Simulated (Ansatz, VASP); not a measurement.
Two plane-wave programs on LiF

INCAR

```
PREC = Accurate ; ENCUT = 520
EDIFF = 1E-6 ; ISMEAR = -1
SIGMA = 0.05 ; LREAL = F
LASPH = T ; NELM = 60
ALGO = Normal ; ISIF = 2
LWAVE = F ; LCHARG = F
GGA = PS ; NBANDS = 12
```

KPOINTS

```
Automatic mesh
0
Gamma
  11 11 11
```

File POSCAR:

```
LiF
1.0
    0.0000000000      1.9728864230      1.9728864230
    1.9728864230      0.0000000000      1.9728864230
    1.9728864230      1.9728864230      0.0000000000
F Li
1 1
Direct
    0.5000000000      0.5000000000      0.5000000000
    0.0000000000      0.0000000000      0.0000000000
```

The input input.yaml:

```yaml
crystal:
  lattice:
    - [0.0, 1.972886423, 1.972886423]
    - [1.972886423, 0.0, 1.972886423]
    - [1.972886423, 1.972886423, 0.0]
  atoms:
    - { symbol: F, position: [0.5, 0.5, 0.5] }
    - { symbol: Li, position: [0.0, 0.0, 0.0] }
hamiltonian:
  xc: pbesol
  pseudopotentials: { kind: paw }
kpoints:
  mp_grid: { grid: [11, 11, 11] }
scf:
  occupations: { method: fermi_dirac, width: 0.05 }
output:
  forces: true
  stress: true
  eigenvalues: true
  write_density: true
  write_potential: true
  elf: true
  volumetric_format: npy
```

Alike in both runs: task single point; functional PBEsol; k mesh 11 × 11 × 11; occupations fermi-dirac, width 0.05 eV; no spin polarisation.

|  | VASP | Ansatz |
| --- | --- | --- |
| version | VASP 6.6.1 | Ansatz 0.2.0 |
| potentials or method | VASP PAW PBE potentials, release 64 (F, Li_sv) | Ansatz PAW |
| plane-wave cutoff (eV) | 520 | 420 |
| valence electrons in the cell | 10 | 10 |

|  | VASP | Ansatz | Ansatz less VASP |
| --- | --- | --- | --- |
| gap on the k mesh at the Fermi level (eV) | 9.48 | 9.48 | -0.003 |
| least direct gap on the mesh (eV) | 9.48 | 9.48 | -0.003 |

VASP's potentials were made for PBE, not for PBEsol.

Noted on VASP's run: the cutoff is short for stress, so the pressure is rough. Noted on Ansatz's run: odd divisions of the mesh miss points on the zone boundary, where band edges often lie, so the gap on the mesh can be too wide.
